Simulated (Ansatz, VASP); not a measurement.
# Na2LiSCl in VASP and in Ansatz

```
Na S Li Cl
1.0
     7.40855    0.01374    0.16669
     0.01374    7.25406    0.10947
     0.16669    0.10947    7.72228
Na S Li Cl
8 4 4 4
Direct
  0.98216 0.95932 0.70568
  0.09841 0.72797 0.37289
  0.63337 0.76130 0.97249
  0.13808 0.16212 0.32596
  0.91435 0.31247 0.98431
  0.46553 0.42853 0.77535
  0.37795 0.93357 0.88559
  0.64119 0.79926 0.48599
  0.17224 0.27508 0.62842
  0.74560 0.51123 0.25423
  0.30813 0.73994 0.62031
  0.69271 0.15785 0.74294
  0.59648 0.26064 0.36144
  0.12464 0.54401 0.72364
  0.83114 0.36146 0.53954
  0.39039 0.50675 0.39838
  0.53935 0.96375 0.21345
  0.82464 0.65996 0.72531
  0.00575 0.97402 0.08734
  0.31865 0.51795 0.15825
```

Alike in both runs: task single point; functional PBE; dispersion D3(BJ); k mesh 3 × 3 × 3; occupations fermi-dirac, width 0.112 eV; no spin polarisation.

```csv
,VASP,Ansatz
version,VASP 6.6.1,Ansatz 0.2.0
potentials or method,"VASP PAW PBE potentials, release 64 (Na_pv, S, Li_sv, Cl), cutoff 520 eV","scalar-relativistic, plane waves, PAW"
valence electrons in the cell,120,136
```

```tsv
	VASP	Ansatz	Ansatz less VASP
gap on the k mesh at the Fermi level (eV)	1.81	1.81	+0.002
least direct gap on the mesh (eV)	1.81	1.81	+0.002
rms of the force components (eV/Å)	0.713	0.703	-0.0106
```

Atom by atom the forces differ by 0.015 eV/Å (rms over components). VASP's potentials hold 120 valence electrons a cell and Ansatz's 136, so a difference there can come from the potentials and not from the codes.

Noted on VASP's run: the cutoff is under 1.25 times that of the potentials, so the pressure is a little rough.
